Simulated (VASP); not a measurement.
A run of VASP 6.6.1:

The input POSCAR:

```
BN
1.0
   -0.0424605750      3.4790743250      2.1398751000
    1.2353843250     -0.0256329000      2.1567027750
    1.2254151000      3.4859327750     -0.0356021250
B N
1 1
Direct
    0.0000500000      0.0000500000      0.9999500000
    0.6666666667      0.6666666667      0.3333333333
```

INCAR.step1

```
  PREC = Accurate
  ENCUT = 520
  ISMEAR = -1
  SIGMA = 0.05
  LREAL = F
  LASPH = T
  NELM = 80
  NBANDS = 11
  GGA = PE
  ALGO = Normal
  EDIFF = 1E-4
  LWAVE = T
  LCHARG = F
```

INCAR.step2

```
  PREC = Accurate
  ENCUT = 520
  EDIFF = 1E-6
  ISMEAR = -1
  SIGMA = 0.05
  LREAL = F
  LASPH = T
  NELM = 80
  ALGO = Normal
  ISIF = 2
  LWAVE = F
  LCHARG = T
  METAGGA = R2SCAN
  LMIXTAU = T
  LELF = T
  LVHAR = T
  NBANDS = 11
  ISTART = 1
```

Contents of KPOINTS:

```
Automatic mesh
0
Gamma
  10 10 10
```

Potentials or basis: VASP PAW PBE potentials, release 64 (B, N).

Launch:

```sh
$ cat potpaw_PBE.64/B/POTCAR potpaw_PBE.64/N/POTCAR > POTCAR
$ cp INCAR.step1 INCAR
$ mpirun -np 1 vasp_std > vasp.out
$ cp INCAR.step2 INCAR
$ mpirun -np 1 vasp_std > vasp.out
```

Hardware: 1 thread of Intel(R) Xeon(R) 6975P-C (Granite Rapids), with other jobs on the host.

Task: Estimate the wall time of this run.

Result: Wall time 3.2 min on 1 thread of Intel(R) Xeon(R) 6975P-C (Granite Rapids), on a shared host, peak memory 0.22 GiB. Counts: k points 504.
